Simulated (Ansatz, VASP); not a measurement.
# Two plane-wave programs on KTaO3

```
CELL_PARAMETERS angstrom
3.98830 0.00000 0.00000
0.00000 3.98830 0.00000
0.00000 0.00000 3.98830
ATOMIC_POSITIONS crystal
K 0.00000 0.00000 0.00000
Ta 0.50000 0.50000 0.50000
O 0.00000 0.50000 0.50000
O 0.50000 0.50000 0.00000
O 0.50000 0.00000 0.50000
```

Alike in both runs: task single point; functional PBE; k mesh 6 × 6 × 6; occupations gaussian, width 0.05 eV; non-collinear spin, spin-orbit coupling.

|  | VASP | Ansatz |
| --- | --- | --- |
| version | VASP 6.6.1 | Ansatz 0.2.0 |
| potentials or method | VASP PAW PBE potentials, release 64 (K_sv, Ta_pv, O), cutoff 520 eV | plane waves, PAW |
| valence electrons in the cell | 38 | 40 |

|  | VASP | Ansatz | Ansatz less VASP |
| --- | --- | --- | --- |
| pressure (GPa) | 6.3 | 5.2 | -1.10 |
| net moment per atom (μB) | 0.00 | 0.00 | 0.000 |

VASP's potentials hold 38 valence electrons a cell and Ansatz's 40, so a difference there can come from the potentials and not from the codes.
